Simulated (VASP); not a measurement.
Input of a VASP 6.6.1 run:

Contents of INCAR:

```
SYSTEM = Si2W
PREC     = Accurate       ! precision mode
ENCUT    = 520            ! plane-wave cutoff, eV
EDIFF    = 1E-6           ! SCF threshold, eV
ISMEAR   = -1             ! smearing method
SIGMA    = 0.1            ! smearing width, eV
LREAL    = .False.        ! projectors in reciprocal space
LASPH    = .True.         ! aspherical terms in the spheres
NELM     = 60             ! most SCF steps
ALGO     = Normal         ! electronic algorithm
ISIF     = 2              ! what is computed and relaxed
LWAVE    = .False.        ! write WAVECAR
LCHARG   = .False.        ! write CHGCAR
GGA      = PE             ! functional
NBANDS   = 18             ! bands
```

File KPOINTS:

```
Automatic mesh
0
Gamma
  9 9 7
  0 0 0
```

The input POSCAR:

```
Si2W
1.0
    4.1203086145      0.0000000000      0.0000000000
   -2.0601543073      3.5682919316      0.0000000000
    0.0000000000      0.0000000000      2.5427531293
W Si
1 2
Direct
    0.0000000000      0.0000000000      0.0000000000
    0.3333333333      0.6666666667      0.5000000000
    0.6666666667      0.3333333333      0.5000000000
```

Potentials or basis: VASP PAW PBE potentials, release 64 (W_sv, Si).

Run with:

```console
$ cat potpaw_PBE.64/W_sv/POTCAR potpaw_PBE.64/Si/POTCAR > POTCAR
$ mpirun -np 1 vasp_std > vasp.out
```

Problem. Predict the pressure.

Solution. 29.2 GPa.

Problem. Estimate the band gap on the k mesh.

Solution. Zero (band 11 reaches 15.22 eV, above the bottom of band 12 at 12.61 eV).

Stress tensor (GPa, compression positive):
```
29.05  0.00  0.00
 0.00 29.05  0.00
 0.00  0.00 29.49
```

Caveat: spin-orbit coupling is left out, which moves the levels of the heavy elements.
